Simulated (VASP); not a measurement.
# GaN (P6_3mc) in VASP: further runs

Runs on GaN. Level: LDA. Tasks: single point.

Program: VASP 6.6.1. These are calculated values, not measurements. Logs are shortened: lines on timing, memory, paths and dates and some standing lists are left out, and cuts for length are marked.

### 1 The cell of the first run

It takes space group P6_3mc (No. 186, hexagonal). The conventional cell has a = 3.186 Å, b = 3.186 Å, c = 5.161 Å, α = 90.00°, β = 90.00°, γ = 120.00°. Within 2.6 Å of Ga (site symmetry 3m) lie 4 N at 1.95 Å. N (site symmetry 3m) has 4 Ga at 1.95 Å within 2.6 Å.

### 2 Single point, LDA

The input, INCAR:

```
ALGO = Normal ; EDIFF = 1E-6
ENCUT = 520 ; ISIF = 2
ISMEAR = 0 ; LASPH = True
LCHARG = False ; LREAL = False
LWAVE = False ; NBANDS = 26
NELM = 80 ; PREC = Accurate
SIGMA = 0.01
```

The input, KPOINTS:

```
k-points
0
Gamma
  9 9 6
```

The input, POSCAR:

```
GaN
1.0
    3.1863600000      0.0000000000      0.0000000000
   -1.5931800000      2.7594687056      0.0000000000
    0.0000000000      0.0000000000      5.1605240400
Ga N
2 2
Direct
    0.3333333333      0.6666666667     -0.0012674244
    0.6666666667      0.3333333333      0.4987325756
    0.3333333333      0.6666666667      0.3762674244
    0.6666666667      0.3333333333      0.8762674244
```

Potentials or basis: VASP PAW LDA potentials, release 64 (Ga_d, N).

Command:

```sh
> cat potpaw_LDA.64/Ga_d/POTCAR potpaw_LDA.64/N/POTCAR > POTCAR
> mpirun -np 1 vasp_std > vasp.out
```

OUTCAR:

```text
EDIFF = 1E-6
   ENCUT = 520
   ISIF = 2
   ISMEAR = 0
   LASPH = True
   LREAL = False
   NELM = 80
   PREC = Accurate

 ion  position               nearest neighbor table
   1  0.333  0.667  0.999-   4 1.95   4 1.95   4 1.95   3 1.95
   2  0.667  0.333  0.499-   3 1.95   3 1.95   3 1.95   4 1.95
   3  0.333  0.667  0.376-   2 1.95   2 1.95   2 1.95   1 1.95
   4  0.667  0.333  0.876-   1 1.95   1 1.95   1 1.95   2 1.95

  LATTYP: Found a hexagonal cell.
 ALAT       =     3.1863600000
 C/A-ratio  =     1.6195671676

  Lattice vectors:

 A1 = (   3.1863600000,   0.0000000000,   0.0000000000)
 A2 = (  -1.5931800000,   2.7594687056,   0.0000000000)
 A3 = (   0.0000000000,   0.0000000000,   5.1605240400)

Analysis of symmetry for initial positions (statically):
=====================================================================
 Subroutine PRICEL returns:
 Original cell was already a primitive cell.

 Routine SETGRP: Setting up the symmetry group for a
 hexagonal supercell.

 Subroutine GETGRP returns: Found 12 space group operations
 (whereof  6 operations were pure point group operations)
 out of a pool of 24 trial point group operations.

The static configuration has the point symmetry C_3v.
 The point group associated with its full space group is C_6v.

Analysis of symmetry for dynamics (positions and initial velocities):
=====================================================================
 Subroutine PRICEL returns:
 Original cell was already a primitive cell.

 Routine SETGRP: Setting up the symmetry group for a
 hexagonal supercell.

 Subroutine GETGRP returns: Found 12 space group operations
 (whereof  6 operations were pure point group operations)
 out of a pool of 24 trial point group operations.

The dynamic configuration has the point symmetry C_3v.
 The point group associated with its full space group is C_6v.

 Subroutine INISYM returns: Found 12 space group operations
 (whereof  6 operations are pure point group operations),
 and found     1 'primitive' translations

----------------------------------------------------------------------------------------

                                     Primitive cell

  volume of cell :      45.3747

  direct lattice vectors                    reciprocal lattice vectors
[... 83 lines left out ...]
   ISTART =      0    job   : 0-new  1-cont  2-samecut
   ICHARG =      2    charge: 1-file 2-atom 10-const
   ISPIN  =      1    spin polarized calculation?
   LNONCOLLINEAR =      F non collinear calculations
   LSORBIT =      F    spin-orbit coupling
   LASPH  =      T    aspherical Exc in radial PAW
   ENCUT  =  520.0 eV  38.22 Ry    6.18 a.u.   5.92  5.92  9.60*2*pi/ulx,y,z
   NELM   =     80;   NELMIN=  2; NELMDL= -5     # of ELM steps
   EDIFF  = 0.1E-05   stopping-criterion for ELM
   LREAL  =      F    real-space projection
   EDIFFG = 0.1E-04   stopping-criterion for IOM
   NSW    =      0    number of steps for IOM
   IBRION =     -1    ionic relax: 0-MD 1-quasi-New 2-CG
   NFREE  =      0    steps in history (QN), initial steepest desc. (CG)
   ISIF   =      2    stress and relaxation
   ISYM   =      2    0-nonsym 1-usesym 2-fastsym
   POTIM  = 0.5000    time-step for ionic-motion
   TEBEG  =    0.0;   TEEND  =   0.0 temperature during run
   PSTRESS=    0.0 pullay stress
   NELECT =      36.0000    total number of electrons
   NUPDOWN=      -1.0000    fix difference up-down
   EMIN   =  10.00;   EMAX   =-10.00  energy-range for DOS
   EFERMI =   0.00;   METHOD = LEGACY
   ISMEAR =     0;   SIGMA  =   0.01  broadening in eV -4-tet -1-fermi 0-gaus
   EFERMI_NEDOS =   21; number of points for ismear=-14 and -15
   IALGO  =     38    algorithm
   IMIX   =      4    mixing-type and parameters
     AMIX     =   0.40;   BMIX     =  1.00
     AMIX_MAG =   1.60;   BMIX_MAG =  1.00
  volume/ion in A,a.u.               =      11.34        76.55
  Fermi-wavevector in a.u.,A,eV,Ry     =   1.515552  2.863979 31.251209  2.296899
  Thomas-Fermi vector in A             =   2.625061
   LORBIT       =      0    0 simple, 1 ext, 2 COOP (PROOUT), +10 PAW based schemes
   GGA     = CA    functional components
   LHFCALC =     F    Hartree Fock is set to
   AEXX    =    0.0000 exact exchange contribution
   IVDW    =     0    specifies the selected vdW correction
   LEPSILON=     F    determine dielectric tensor
   LRPA    =     F    only Hartree local field effects (RPA)
 non-spin polarized calculation
 Gauss-broadening in eV      SIGMA  =   0.01
  energy-cutoff  :      520.00
  volume of cell :       45.37
 maximum number of plane-waves:      1237
 NGX is ok and might be reduce to    24
   NGX = 11   NGY = 11   NGZ = 19

 number of electron      35.9999994 magnetization

 Free energy of the ion-electron system (eV)
  ---------------------------------------------------
  ext. energy  EPLUGINS =         0.00000000
  ---------------------------------------------------
  free energy    TOTEN  =       -27.89832253 eV

  energy without entropy =      -27.89832253  energy(sigma->0) =      -27.89832253

 E-fermi :   5.2522     XC(G=0): -12.1583

 val. band max:        5.1382038600   @ k =   0.0000   0.0000   0.0000
 cond. band min:       7.1285473660   @ k =   0.0000   0.0000   0.0000
 fundamental gap:      1.9903435061
 Fermi energy:         5.2522040964

 k-point     1 :       0.0000    0.0000    0.0000
  band No.  band energies     occupation
      1     -10.7623      2.00000
      2      -9.8728      2.00000
      3      -8.4128      2.00000
      4      -8.3984      2.00000
      5      -8.3984      2.00000
      6      -8.3358      2.00000
[... 685 lines left out ...]
     25      18.0046      0.00000
     26      18.1587      0.00000

 [... further k-points ...]
[... 5 lines left out ...]
  --------------------------------------------------------------------------------------
  -------------------------------------------------------------------------------------
  Total       -1.2824894     -1.2824894     -0.7302392      0.0000000      0.0000000     -0.0000000
  in kB      -45.2845705    -45.2845705    -25.7846700      0.0000000      0.0000000     -0.0000000
  external PRESSURE =     -38.7846037 kB  Pullay stress =       0.0000000 kB

 VOLUME and BASIS-vectors are now :
 -----------------------------------------------------------------------------
  energy-cutoff  :      520.00
  volume of cell :       45.37
      direct lattice vectors                 reciprocal lattice vectors
     3.186360000  0.000000000  0.000000000     0.313837733  0.181194300  0.000000000
    -1.593180000  2.759468706  0.000000000     0.000000000  0.362388600  0.000000000
     0.000000000  0.000000000  5.160524040     0.000000000  0.000000000  0.193778770

 POSITION                                       TOTAL-FORCE (eV/Angst)
 -----------------------------------------------------------------------------------
     -0.00000      1.83965      5.15398        -0.000000      0.000000     -0.000039
      1.59318      0.91982      2.57372        -0.000000     -0.000000     -0.000039
     -0.00000      1.83965      1.94174        -0.000000      0.000000      0.000039
      1.59318      0.91982      4.52200         0.000000     -0.000000      0.000039
 -----------------------------------------------------------------------------------
    total drift:                               -0.000001     -0.000001      0.000026

  FREE ENERGIE OF THE ION-ELECTRON SYSTEM (eV)
  ---------------------------------------------------
  free  energy   TOTEN  =       -27.8983225304 eV

  energy  without entropy=      -27.8983225304  energy(sigma->0) =      -27.89832253
```

stdout:

```text
POSCAR found type information on POSCAR GaN
 POSCAR found :  2 types and       4 ions
 scaLAPACK will be used
 LDA part: xc-table for (Slater(with rela. corr.)+CA(PZ))
 , standard interpolation
 POSCAR, INCAR and KPOINTS ok, starting setup
 FFT: planning ... GRIDC
 FFT: planning ... GRID_SOFT
 FFT: planning ... GRID
 WAVECAR not read
 entering main loop
```

Run time: 63 s. Hardware: 1 thread of Intel Xeon Platinum 8259CL at 2.50GHz (Skylake/Cascade Lake), shared host; peak memory 0.16 GiB.

What came out:

```
Free energy            : -27.8983 eV
Pressure               : -3.9 GPa
Band gap on the k mesh : 1.99 eV, direct
```

Stress tensor (GPa, compression positive):
```
-4.53  0.00  0.00
 0.00 -4.53  0.00
 0.00  0.00 -2.58
```

Levels at points of the mesh, in eV from the valence-band top:
```tsv
k point	band 16	band 17	band 18	band 19	band 20	band 21
(0.00, 0.00, 0.00)	-0.01	0.00	0.00	1.99	4.15	9.13
(0.00, 0.00, 0.50)	-0.55	-0.55	-0.55	4.23	4.23	8.37
```

### 3 Single point, LDA

This run uses another cell than the first one, of 11.38 Å³/atom, 1.003 times its volume.

The input, INCAR:

```
ALGO = Normal ; EDIFF = 1E-6
ENCUT = 520 ; ISIF = 2
ISMEAR = 0 ; LASPH = T
LCHARG = F ; LREAL = F
LWAVE = F ; NBANDS = 26
NELM = 80 ; PREC = Accurate
SIGMA = 0.01
```

KPOINTS is that of step 2.

The input, POSCAR:

```
GaN
1.0
    3.1927200000      0.0000000000      0.0000000000
   -1.5963600000      2.7649766271      0.0000000000
    0.0000000000      0.0000000000      5.1550480800
Ga N
2 2
Direct
    0.3333333333      0.6666666667     -0.0015078995
    0.6666666667      0.3333333333      0.4984921005
    0.3333333333      0.6666666667      0.3765078995
    0.6666666667      0.3333333333      0.8765078995
```

Potentials or basis: VASP PAW LDA potentials, release 64 (Ga_d, N).

Command:

```sh
> cat potpaw_LDA.64/Ga_d/POTCAR potpaw_LDA.64/N/POTCAR > POTCAR
> mpirun -np 1 vasp_std > vasp.out
```

Wall time 1.8 min (1 thread of Intel Xeon Platinum 8259CL at 2.50GHz (Skylake/Cascade Lake), shared host); peak memory 0.17 GiB.

The run converged. Its results:

```
Free energy            : -27.8935 eV
Pressure               : -4.5 GPa
Band gap on the k mesh : 1.98 eV, direct
```

Stress tensor (GPa, compression positive):
```
-5.47  0.00  0.00
 0.00 -5.47  0.00
 0.00  0.00 -2.64
```

Levels at points of the mesh, in eV from the valence-band top:
```tsv
k point	band 15	band 16	band 17	band 18	band 19	band 20	band 21	band 22
(0.00, 0.00, 0.00)	-1.08	-0.01	-0.01	0.00	1.98	4.10	9.14	9.66
(0.00, 0.00, 0.50)	-0.56	-0.56	-0.56	-0.56	4.20	4.20	8.36	8.36
```
